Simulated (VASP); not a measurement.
# CaZr2N3 (P6/mmm) in VASP: notebook, part 2 of 2

VASP 6.6.1. The steps go on from the part before.

## Step 4: Single point, PBE

This run uses another cell than the first one, of 15.14 Å³/atom.

Contents of INCAR:

```
  PREC = Accurate
  ENCUT = 520
  EDIFF = 1E-6
  ISMEAR = 0
  SIGMA = 0.1
  LREAL = False
  LASPH = True
  NELM = 100
  ALGO = Normal
  ISIF = 2
  LWAVE = False
  LCHARG = True
  GGA = PE
  LELF = True
  LVHAR = True
  NBANDS = 34
```

Contents of KPOINTS:

```
regular mesh
0
Gamma
  6 6 4
```

Contents of POSCAR:

```
CaZr2N3
1.0
    5.1324052800      0.0000000000      0.0000000000
   -2.5662026400      4.4447933500      0.0000000000
    0.0000000000      0.0000000000      3.9819353200
Ca Zr N
1 2 3
Direct
    0.0000000000      0.0000000000      0.0000000000
    0.3333333300      0.6666666700      0.0000000000
    0.6666666700      0.3333333300      0.0000000000
    0.5000000000      0.0000000000      0.5000000000
    0.5000000000      0.5000000000      0.5000000000
    0.0000000000      0.5000000000      0.5000000000
```

Potentials or basis: VASP PAW PBE potentials, release 64 (Ca_sv, Zr_sv, N).

Started as:

```sh
$ cat potpaw_PBE.64/Ca_sv/POTCAR potpaw_PBE.64/Zr_sv/POTCAR potpaw_PBE.64/N/POTCAR > POTCAR
$ mpirun -np 1 vasp_std > vasp.out
```

OUTCAR:

```text
PREC = Accurate
   ENCUT = 520
   EDIFF = 1E-6
   ISMEAR = 0
   LREAL = False
   LASPH = True
   NELM = 100
   ISIF = 2
   GGA = PE

 ion  position               nearest neighbor table
   1  0.000  0.000  0.000-   2 2.96   3 2.96   2 2.96   3 2.96   3 2.96   2 2.96
   2  0.333  0.667  0.000-   4 2.48   4 2.48   6 2.48   6 2.48   5 2.48   5 2.48   3 2.96   1 2.96
                             3 2.96   1 2.96   1 2.96   3 2.96
   3  0.667  0.333  0.000-   4 2.48   4 2.48   6 2.48   6 2.48   5 2.48   5 2.48   2 2.96   1 2.96
                             2 2.96   1 2.96   1 2.96   2 2.96
   4  0.500  0.000  0.500-   2 2.48   3 2.48   2 2.48   3 2.48
   5  0.500  0.500  0.500-   2 2.48   3 2.48   2 2.48   3 2.48
   6  0.000  0.500  0.500-   2 2.48   3 2.48   2 2.48   3 2.48

  LATTYP: Found a hexagonal cell.
 ALAT       =     5.1324052800
 C/A-ratio  =     0.7758419499

  Lattice vectors:

 A1 = (   5.1324052800,   0.0000000000,   0.0000000000)
 A2 = (  -2.5662026400,   4.4447933500,   0.0000000000)
 A3 = (   0.0000000000,   0.0000000000,   3.9819353200)

Analysis of symmetry for initial positions (statically):
=====================================================================
 Subroutine PRICEL returns:
 Original cell was already a primitive cell.

 Routine SETGRP: Setting up the symmetry group for a
 hexagonal supercell.

 Subroutine GETGRP returns: Found 24 space group operations
 (whereof 24 operations were pure point group operations)
 out of a pool of 24 trial point group operations.

The static configuration has the point symmetry D_6h.

Analysis of symmetry for dynamics (positions and initial velocities):
=====================================================================
 Subroutine PRICEL returns:
 Original cell was already a primitive cell.

 Routine SETGRP: Setting up the symmetry group for a
 hexagonal supercell.

 Subroutine GETGRP returns: Found 24 space group operations
[... 128 lines left out ...]
  volume/ion in A,a.u.               =      15.14       102.17
  Fermi-wavevector in a.u.,A,eV,Ry     =   1.332656  2.518354 24.163554  1.775971
  Thomas-Fermi vector in A             =   2.461574
   LORBIT       =      0    0 simple, 1 ext, 2 COOP (PROOUT), +10 PAW based schemes
   GGA     = PE    functional components
   LHFCALC =     F    Hartree Fock is set to
   AEXX    =    0.0000 exact exchange contribution
   IVDW    =     0    specifies the selected vdW correction
   LEPSILON=     F    determine dielectric tensor
   LRPA    =     F    only Hartree local field effects (RPA)
 non-spin polarized calculation
 Gauss-broadening in eV      SIGMA  =   0.10
  energy-cutoff  :      520.00
  volume of cell :       90.84
 maximum number of plane-waves:      2499
 NGX is ok and might be reduce to    40
   NGX = 19   NGY = 19   NGZ = 15

 number of electron      48.9999992 magnetization

 Free energy of the ion-electron system (eV)
  ---------------------------------------------------
  ext. energy  EPLUGINS =         0.00000000
  ---------------------------------------------------
  free energy    TOTEN  =       -41.26166065 eV

  energy without entropy =      -41.22421189  energy(sigma->0) =      -41.24293627

 E-fermi :   6.9587     XC(G=0): -10.9649

 val. band max:        6.9564773270   @ k =   0.1667  -0.0000   0.0000
 cond. band min:       6.9757808298   @ k =   0.3333   0.0000   0.5000
 fundamental gap:      0.0193035029
 Fermi energy:         6.9586539245

 k-point     1 :       0.0000    0.0000    0.0000
  band No.  band energies     occupation
      1     -42.0008      2.00000
      2     -41.8217      2.00000
      3     -34.0336      2.00000
      4     -20.4522      2.00000
      5     -20.4522      2.00000
      6     -19.9086      2.00000
[... 766 lines left out ...]
     33      11.4708      0.00000
     34      11.5740      0.00000

------------------------ aborting loop because EDIFF is reached ----------------------------------------

  FORCE on cell =-STRESS in cart. coord.  units (eV):
  Direction    XX          YY          ZZ          XY          YZ          ZX
  --------------------------------------------------------------------------------------
  -------------------------------------------------------------------------------------
  Total        8.0955347      8.0955347    -31.1264287     -0.0000000      0.0000000      0.0000000
  in kB      142.7872418    142.7872415   -549.0010289     -0.0000000      0.0000000      0.0000000
  external PRESSURE =     -87.8088485 kB  Pullay stress =       0.0000000 kB

 VOLUME and BASIS-vectors are now :
 -----------------------------------------------------------------------------
  energy-cutoff  :      520.00
  volume of cell :       90.84
      direct lattice vectors                 reciprocal lattice vectors
     5.132405280  0.000000000  0.000000000     0.194840420  0.112491169  0.000000000
    -2.566202640  4.444793350  0.000000000     0.000000000  0.224982338  0.000000000
     0.000000000  0.000000000  3.981935320     0.000000000  0.000000000  0.251134165

 POSITION                                       TOTAL-FORCE (eV/Angst)
 -----------------------------------------------------------------------------------
      0.00000      0.00000      0.00000         0.000000      0.000000      0.000000
     -0.00000      2.96320      0.00000        -0.000000      0.000000      0.000000
      2.56620      1.48160      0.00000         0.000000     -0.000000      0.000000
      2.56620      0.00000      1.99097         0.000000      0.000000      0.000000
      1.28310      2.22240      1.99097         0.000000      0.000000      0.000000
     -1.28310      2.22240      1.99097         0.000000      0.000000      0.000000
 -----------------------------------------------------------------------------------
    total drift:                                0.000000     -0.000000      0.000000

  FREE ENERGIE OF THE ION-ELECTRON SYSTEM (eV)
  ---------------------------------------------------
  free  energy   TOTEN  =       -41.2616606525 eV

  energy  without entropy=      -41.2242118887  energy(sigma->0) =      -41.24293627
```

stdout:

```text
POSCAR found type information on POSCAR CaZrN
 POSCAR found :  3 types and       6 ions
 scaLAPACK will be used
 LDA part: xc-table for (Slater+PW92), standard interpolation
 POSCAR, INCAR and KPOINTS ok, starting setup
 FFT: planning ... GRIDC
 FFT: planning ... GRID_SOFT
 FFT: planning ... GRID
 WAVECAR not read
 entering main loop
```

Wall time 3 min (1 thread of Intel Xeon 8259CL, shared host); peak memory 0.25 GiB.

What came out:

* Free energy: -41.2617 eV
* Pressure: -8.8 GPa
* Band gap on the k mesh: zero (an odd number of electrons rules out a gap without spin polarisation)

Stress tensor (GPa, compression positive):
```
 14.28   0.00   0.00
  0.00  14.28   0.00
  0.00   0.00 -54.90
```

Levels at points of the mesh, in eV from the Fermi level:
```csv
k point,band 20,band 21,band 22,band 23,band 24,band 25,band 26,band 27,band 28,band 29
"(0.00, 0.00, 0.00)",-3.58,-2.71,-2.69,0.48,0.48,0.63,1.18,1.18,1.67,1.67
"(0.50, 0.00, 0.00)",-3.21,-2.49,-2.21,-1.65,-0.51,-0.22,0.54,0.86,0.92,2.13
"(0.00, 0.00, 0.50)",-2.84,-2.84,-0.83,0.33,0.33,0.62,0.62,0.73,2.21,2.21
"(0.50, 0.00, 0.50)",-2.13,-2.06,-1.95,-1.94,-1.41,0.61,0.66,0.72,0.72,1.07
```

Caveat: the k points lie up to 0.39 Å⁻¹ apart, too coarse for converged energies and pressures of a metal; an odd number of electrons without spin polarisation forces a metal; a magnetic or distorted state may lie lower.

## Step 5: Single point, PBE

Contents of INCAR:

```
SYSTEM = CaZr2N3
  PREC = Accurate
  ENCUT = 520
  EDIFF = 1E-7
  ISMEAR = 0
  SIGMA = 0.1
  LREAL = .False.
  LASPH = .True.
  NELM = 60
  ALGO = Normal
  ISIF = 2
  LWAVE = .False.
  LCHARG = .False.
  GGA = PE
  NBANDS = 34
```

Contents of KPOINTS:

```
regular mesh
0
Gamma
  6 6 12
  0 0 0
```

Contents of POSCAR:

```
CaZr2N3
1.0
    5.7784699327      0.0000000000      0.0000000000
   -2.8892349663      5.0043017567      0.0000000000
    0.0000000000      0.0000000000      2.9744375027
Ca Zr N
1 2 3
Direct
    0.0000000000      0.0000000000      0.0000000000
    0.3333333333      0.6666666667      0.0000000000
    0.6666666667      0.3333333333      0.0000000000
    0.5000000000      0.0000000000      0.5000000000
    0.5000000000      0.5000000000      0.5000000000
    0.0000000000      0.5000000000      0.5000000000
```

Started as:

```sh
$ cat potpaw_PBE.64/Ca_sv/POTCAR potpaw_PBE.64/Zr_sv/POTCAR potpaw_PBE.64/N/POTCAR > POTCAR
$ mpirun -np 1 vasp_std > vasp.out
```

Wall time 5.1 min (1 thread of Intel Xeon 8259CL, shared host); peak memory 0.31 GiB.

It converged, with:

| Property | Result |
| --- | --- |
| Free energy | -50.5904 eV |
| Pressure | 0.2 GPa |
| Band gap on the k mesh | zero (an odd number of electrons rules out a gap without spin polarisation) |

Stress tensor (GPa, compression positive):
```
0.16 0.00 0.00
0.00 0.16 0.00
0.00 0.00 0.25
```

Levels at points of the mesh, in eV from the Fermi level:
```tsv
k point	band 22	band 23	band 24	band 25	band 26	band 27
(0.00, 0.00, 0.00)	-1.79	-1.79	-1.30	-1.23	-0.56	0.88
(0.50, 0.00, 0.00)	-2.79	-2.14	-1.75	-0.24	-0.08	0.29
(0.00, 0.00, 0.50)	-2.17	-2.17	-0.60	0.52	0.52	2.11
(0.50, 0.00, 0.50)	-3.05	-2.41	-1.14	-0.49	0.94	0.97
```

Caveat: an odd number of electrons without spin polarisation forces a metal; a magnetic or distorted state may lie lower.

## Step 6: Summary

| cell | k mesh | gap on the mesh (eV) | pressure (GPa) |
| --- | --- | --- | --- |
| a = 5.784, b = 5.784, c = 2.968 Å, angles 90.0, 90.0, 120.0°, 6 atoms | 3 × 3 × 6 | none | 0.1 |
| a = 5.774, b = 5.774, c = 2.978 Å, angles 90.0, 90.0, 120.0°, 6 atoms | 6 × 6 × 4 | none | 0.2 |
| a = 5.132, b = 5.132, c = 3.982 Å, angles 90.0, 90.0, 120.0°, 6 atoms | 6 × 6 × 4 | none | -8.8 |
| a = 5.778, b = 5.778, c = 2.974 Å, angles 90.0, 90.0, 120.0°, 6 atoms | 6 × 6 × 12 | none | 0.2 |

Alike in all rows: task single point; level PBE; potentials or basis VASP PAW PBE potentials, release 64 (Ca_sv, Zr_sv, N); no spin polarisation; cutoff (eV) 520; smearing gaussian 0.1 eV.

Caveats: some runs use coarse meshes; an odd number of electrons without spin polarisation forces a metal; a magnetic or distorted state may lie lower.

Total energies depend on the potentials used, so only differences within one code and one set of settings carry meaning.

The gap in the log of VASP goes by the Fermi energy; the results here count the filled bands.